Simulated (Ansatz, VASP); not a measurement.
# Sc2As3Se3: VASP beside Ansatz

```
Sc As Se
1.0
     4.78040    0.00000    0.00000
    -2.39020    4.13995    0.00000
     0.00000    0.00000    9.10366
Sc As Se
2 3 3
Direct
  0.33333 0.66667 0.94854
  0.66667 0.33333 0.94854
  0.33333 0.66667 0.59367
  0.66667 0.33333 0.59367
  0.00000 0.00000 0.07110
  0.33333 0.66667 0.29118
  0.66667 0.33333 0.29118
  0.00000 0.00000 0.79900
```

Alike in both runs: functional PBE; k mesh 4 × 4 × 2; occupations gaussian, width 0.2 eV; no spin polarisation.

Ansatz relaxed the structure, and its values are those at the end. VASP's run is a single point on that final structure, the one shown.

|  | VASP | Ansatz |
| --- | --- | --- |
| version | VASP 6.6.1 | Ansatz 0.2.0 |
| potentials or method | VASP PAW PBE potentials, release 64 (Sc_sv, As, Se), cutoff 520 eV | scalar-relativistic, plane waves, PAW |
| valence electrons in the cell | 55 | 115 |

VASP gave:

```
gap on the k mesh at the Fermi level (eV) : none
pressure (GPa)                            : -0.1
rms of the force components (eV/Å)        : 0.019
```

Task: Estimate Ansatz's values.

Result: gap on the k mesh at the Fermi level (eV): none; pressure (GPa): -0.2; rms of the force components (eV/Å): 0.008.

A gap of «none» marks a metal or a gap that the smearing closes. With one functional, cell and mesh, what is left measures potentials, basis and numerics. VASP's potentials hold 55 valence electrons a cell and Ansatz's 115, so a difference there can come from the potentials and not from the codes.

The k mesh is coarse, so the values compare programs but aren't converged.
